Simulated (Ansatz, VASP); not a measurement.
Two plane-wave programs on Al3Co2Ni

```xyz
6
Lattice="4.0632 0.0000 0.0000 -2.0316 3.5188 0.0000 0.0000 0.0000 4.9716" Properties=species:S:1:pos:R:3 pbc="T T T"
Al    0.0000    0.0000    0.0000
Al    2.0316    1.1729    1.6385
Al    0.0000    2.3459    3.3331
Co    2.0316    1.1729    4.1389
Co    0.0000    2.3459    0.8327
Ni    0.0000    0.0000    2.4858
```

Alike in both runs: functional PBE; k mesh 12 × 12 × 8; occupations gaussian, width 0.1 eV; collinear spin.

Ansatz relaxed the structure, and its values are those at the end. VASP's run is a single point on that final structure, the one shown.

|  | VASP | Ansatz |
| --- | --- | --- |
| version | VASP 6.6.1 | Ansatz 0.2.0 |
| potentials or method | VASP PAW PBE potentials, release 64 (Al, Co, Ni), cutoff 520 eV | scalar-relativistic, plane waves, PAW |
| valence electrons in the cell | 37 | 61 |

|  | VASP | Ansatz | Ansatz less VASP |
| --- | --- | --- | --- |
| gap on the k mesh at the Fermi level (eV) | none | none | - |
| pressure (GPa) | -0.1 | 0.0 | +0.09 |
| net moment per atom (μB) | 0.20 | 0.21 | +0.003 |
| size of the moment on the site where the two differ most (μB) | 0.22 | 0.24 | +0.021 |

Site moments also hang on the region over which each program counts them. A gap of «none» marks a metal or a gap that the smearing closes. VASP's potentials hold 37 valence electrons a cell and Ansatz's 61, so a difference there can come from the potentials and not from the codes.
